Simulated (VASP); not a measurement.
Set up this calculation in VASP 6.6.1, as the native input.

```
Task                   : single point
Functional             : r2SCAN
Potentials or basis    : VASP PAW PBE potentials, release 64 (Al, N)
Cutoff                 : 520 eV
k mesh                 : 10 × 10 × 10
Occupations            : gaussian, width 0.01 eV
Spin                   : no spin polarisation
Dipole correction      : no
Further INCAR settings : ALGO = Normal; EDIFF = 1e-06; NBANDS = 11
```

AlN:

```
Al N
1.0
     0.00000    1.97766    1.97766
     1.97766    0.00000    1.97766
     1.97766    1.97766    0.00000
Al N
1 1
Direct
  0.00000 0.00000 0.00000
  0.50000 0.50000 0.50000
```

This cell differs from its parent crystal: volume changed by -6%.

One way to write it, as run:

POSCAR

```
AlN
1.0
    0.0000000000      1.9776555082      1.9776555082
    1.9776555082      0.0000000000      1.9776555082
    1.9776555082      1.9776555082      0.0000000000
Al N
1 1
Direct
    0.0000000000      0.0000000000      0.0000000000
    0.5000000000      0.5000000000      0.5000000000
```

INCAR.step1

```
SYSTEM = AlN
PREC = Accurate ; ENCUT = 520
ISMEAR = 0 ; SIGMA = 0.01
LREAL = .False. ; LASPH = .True.
NELM = 60 ; NBANDS = 11
GGA = PE ; ALGO = Normal
EDIFF = 1E-4 ; LWAVE = .True.
LCHARG = .False.
```

INCAR.step2

```
SYSTEM = AlN
PREC = Accurate ; ENCUT = 520
EDIFF = 1E-6 ; ISMEAR = 0
SIGMA = 0.01 ; LREAL = .False.
LASPH = .True. ; NELM = 60
ALGO = Normal ; ISIF = 2
LWAVE = .False. ; LCHARG = .True.
METAGGA = R2SCAN ; LMIXTAU = .True.
LELF = .True. ; LVHAR = .True.
NBANDS = 11 ; ISTART = 1
```

KPOINTS

```
regular mesh
0
Gamma
  10 10 10
  0 0 0
```

Potentials or basis: VASP PAW PBE potentials, release 64 (Al, N).

Run with:

```console
$ cat potpaw_PBE.64/Al/POTCAR potpaw_PBE.64/N/POTCAR > POTCAR
$ cp INCAR.step1 INCAR
$ mpirun -np 1 vasp_std > vasp.out
$ cp INCAR.step2 INCAR
$ mpirun -np 1 vasp_std > vasp.out
```

It gave:

```yaml
Pressure: 18.4 GPa
Band_gap_on_the_k_mesh: 5.86 eV, indirect (least direct gap 7.54 eV)
```

Caveat: the PAW data sets were made with another functional, which shifts forces and pressure a little.

Run time: 28 s on 1 thread of Intel(R) Xeon(R) Platinum 8488C (Sapphire Rapids), on a shared host, peak memory 0.14 GiB.
